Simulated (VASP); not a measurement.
A run of VASP 6.6.1 is set up as follows.

File INCAR:

```
PREC     = Accurate       # precision mode
ENCUT    = 600            # plane-wave cutoff, eV
EDIFF    = 1E-6           # SCF threshold, eV
ISMEAR   = 0              # smearing method
SIGMA    = 0.01           # smearing width, eV
LREAL    = F              # projectors in reciprocal space
LASPH    = T              # aspherical terms in the spheres
NELM     = 120            # most SCF steps
ALGO     = Normal         # electronic algorithm
ISIF     = 2              # what is computed and relaxed
LWAVE    = F              # write WAVECAR
LCHARG   = F              # write CHGCAR
NBANDS   = 26             # bands
GGA_COMPAT= F
```

File KPOINTS:

```
Automatic mesh
0
Gamma
  6 6 4
```

Contents of POSCAR:

```
BN
1.0
    1.6438210000     -4.7155350000      0.0000000000
    1.6438210000      4.7155350000      0.0000000000
   -1.1929310000      0.0000000000      4.1817430000
B N
4 4
Direct
    0.4344000000      0.5664270000      0.0002040000
    0.5664270000      0.4344000000      0.5002040000
    0.1769990000      0.5642020000      0.4918210000
    0.5642020000      0.1769990000      0.9918210000
    0.3857400000      0.7783390000      0.8407830000
    0.7783390000      0.3857400000      0.3407830000
    0.3799060000      0.5117870000      0.3210930000
    0.5117870000      0.3799060000      0.8210930000
```

Potentials or basis: VASP PAW LDA potentials, release 64 (B, N).

Run with:

```console
$ cat potpaw_LDA.64/B/POTCAR potpaw_LDA.64/N/POTCAR > POTCAR
$ mpirun -np 1 vasp_std > vasp.out
```

**Question.** Estimate the band gap on the k mesh.

**Answer.** 3.41 eV, indirect (least direct gap 3.91 eV).

**Question.** What does it give for the largest force?

**Answer.** 0.033 eV/Å.

**Question.** Predict the pressure.

**Answer.** -8.8 GPa.

Stress tensor (GPa, compression positive):
```
 -6.40   0.00   0.46
  0.00  -9.97   0.00
  0.46   0.00 -10.02
```

A k mesh can miss the band edges. As with any semilocal functional, this LDA gap is likely too small.
